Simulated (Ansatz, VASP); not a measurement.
## Two plane-wave programs on PbF2

```xyz
3
Lattice="0.0000 2.9698 2.9698 2.9698 0.0000 2.9698 2.9698 2.9698 0.0000" Properties=species:S:1:pos:R:3 pbc="T T T"
Pb    0.0000    0.0000    0.0000
F     1.4849    1.4849    1.4849
F     4.4548    4.4548    4.4548
```

Alike in both runs: task single point; functional r2SCAN; k mesh 6 × 6 × 6; occupations gaussian, width 0.05 eV; non-collinear spin, spin-orbit coupling.

|  | VASP | Ansatz |
| --- | --- | --- |
| version | VASP 6.6.1 | Ansatz 0.2.0 |
| potentials or method | VASP PAW PBE potentials, release 64 (Pb_d, F), cutoff 520 eV | plane waves, PAW |
| valence electrons in the cell | 28 | 28 |

|  | VASP | Ansatz | Ansatz less VASP |
| --- | --- | --- | --- |
| pressure (GPa) | -0.9 | -0.8 | +0.07 |

VASP's potentials were made for PBE, not for r2SCAN. With one functional, cell and mesh, what is left measures potentials, basis and numerics.
